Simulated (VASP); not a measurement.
Set up this calculation in VASP 6.6.1, as the native input.

```
Task                   : single point
Functional             : r2SCAN
Potentials or basis    : VASP PAW PBE potentials, release 64 (Ni)
Cutoff                 : 520 eV
k mesh                 : 6 × 6 × 4
Occupations            : gaussian, width 0.1 eV
Spin                   : collinear spin, ferromagnetic start
Starting moments       : [2.0, 2.0] μB
Dipole correction      : no
Further INCAR settings : ALGO = Normal; EDIFF = 1e-06; NBANDS = 21
```

Ni:

```
Ni
1.0
     3.15291    0.00000    0.00000
    -1.57645    2.73050    0.00000
     0.00000    0.00000    5.21081
Ni
2
Direct
  0.33333 0.66667 0.25000
  0.66667 0.33333 0.75000
```

These files were run (other wordings do the same):

POSCAR

```
Ni
1.0
    3.1529055913      0.0000000000      0.0000000000
   -1.5764527957      2.7304963378      0.0000000000
    0.0000000000      0.0000000000      5.2108148701
Ni
2
Direct
    0.3333333333      0.6666666667      0.2500000000
    0.6666666667      0.3333333333      0.7500000000
```

INCAR.step1

```
ALGO = Normal
EDIFF = 1E-4
ENCUT = 520
GGA = PE
ISMEAR = 0
ISPIN = 2
LASPH = T
LCHARG = F
LMAXMIX = 4
LREAL = F
LWAVE = T
MAGMOM = 2 2
NBANDS = 21
NELM = 150
PREC = Accurate
SIGMA = 0.1
```

INCAR.step2

```
ALGO = Normal
EDIFF = 1E-6
ENCUT = 520
ISIF = 2
ISMEAR = 0
ISPIN = 2
ISTART = 1
LASPH = T
LCHARG = F
LMAXMIX = 4
LMIXTAU = T
LORBIT = 11
LREAL = F
LWAVE = F
MAGMOM = 2 2
METAGGA = R2SCAN
NBANDS = 21
NELM = 150
PREC = Accurate
SIGMA = 0.1
```

KPOINTS

```
k-points
0
Gamma
  6 6 4
```

Potentials or basis: VASP PAW PBE potentials, release 64 (Ni).

Run with:

```console
$ cat potpaw_PBE.64/Ni/POTCAR > POTCAR
$ cp INCAR.step1 INCAR
$ mpirun -np 1 vasp_std > vasp.out
$ cp INCAR.step2 INCAR
$ mpirun -np 1 vasp_std > vasp.out
```

It gave:

```
Pressure                                              : -25.2 GPa
Net moment                                            : 1.69 μB per cell
Site moments                                          : Ni +0.94 μB
Valence electrons inside the program's atomic spheres : Ni 8.73
```

Caveat: the k points lie up to 0.38 Å⁻¹ apart; the PAW data sets were made with another functional, which shifts forces and pressure a little.

It took 90 s on 1 thread of Intel(R) Xeon(R) 6975P-C (Granite Rapids) (shared host), peak memory 0.19 GiB.
